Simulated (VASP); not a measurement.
Set up this calculation in VASP 6.6.1, as the native input.

```yaml
Task: single point
Functional: r2SCAN
Potentials_or_basis: VASP PAW PBE potentials, release 64 (Zn, O)
Cutoff: 520 eV
k_mesh: 12 × 12 × 6
Occupations: gaussian, width 0.05 eV
Spin: no spin polarisation
Dipole_correction: no
Further_INCAR_settings: ALGO = Normal; EDIFF = 1e-06; NBANDS = 26
```

Crystal: ZnO.

```
CELL_PARAMETERS angstrom
3.24940 0.00000 0.00000
-1.62470 2.81406 0.00000
0.00000 0.00000 5.20380
ATOMIC_POSITIONS crystal
Zn 0.33333 0.66667 0.00000
Zn 0.66667 0.33333 0.50000
O 0.33333 0.66667 0.39651
O 0.66667 0.33333 0.89651
```

This cell differs from its parent crystal: all O atoms moved +0.075 Å, as atom 3 along Cartesian [0 0 1].

The input as run:

POSCAR

```
ZnO
1.0
    3.2493987239      0.0000000000      0.0000000000
   -1.6246993619      2.8140618419      0.0000000000
    0.0000000000      0.0000000000      5.2038000000
Zn O
2 2
Direct
    0.3333333333      0.6666666667      0.0000000000
    0.6666666667      0.3333333333      0.5000000000
    0.3333333333      0.6666666667      0.3965125447
    0.6666666667      0.3333333333      0.8965125447
```

INCAR.step1

```
PREC = Accurate
ENCUT = 520
ISMEAR = 0
SIGMA = 0.05
LREAL = F
LASPH = T
NELM = 80
NBANDS = 26
GGA = PE
ALGO = Normal
EDIFF = 1E-4
LWAVE = T
LCHARG = F
```

INCAR.step2

```
PREC = Accurate
ENCUT = 520
EDIFF = 1E-6
ISMEAR = 0
SIGMA = 0.05
LREAL = F
LASPH = T
NELM = 80
ALGO = Normal
ISIF = 2
LWAVE = F
LCHARG = T
METAGGA = R2SCAN
LMIXTAU = T
LELF = T
LVHAR = T
NBANDS = 26
ISTART = 1
```

KPOINTS

```
Automatic mesh
0
Gamma
  12 12 6
```

Potentials or basis: VASP PAW PBE potentials, release 64 (Zn, O).

The run is started by

```console
$ cat potpaw_PBE.64/Zn/POTCAR potpaw_PBE.64/O/POTCAR > POTCAR
$ cp INCAR.step1 INCAR
$ mpirun -np 1 vasp_std > vasp.out
$ cp INCAR.step2 INCAR
$ mpirun -np 1 vasp_std > vasp.out
```

It gave:

| Quantity | Value |
| --- | --- |
| Pressure | 0.2 GPa |
| Largest force | 0.396 eV/Å |
| Band gap on the k mesh | 1.23 eV |

Caveat: the cell differs from its parent crystal (all O atoms moved +0.075 Å, as atom 3 along Cartesian [0 0 1]); the PAW data sets were made with another functional, which shifts forces and pressure a little.

It took 2.4 min on 1 thread of Intel(R) Xeon(R) Platinum 8488C (Sapphire Rapids) (shared host), peak memory 0.21 GiB.
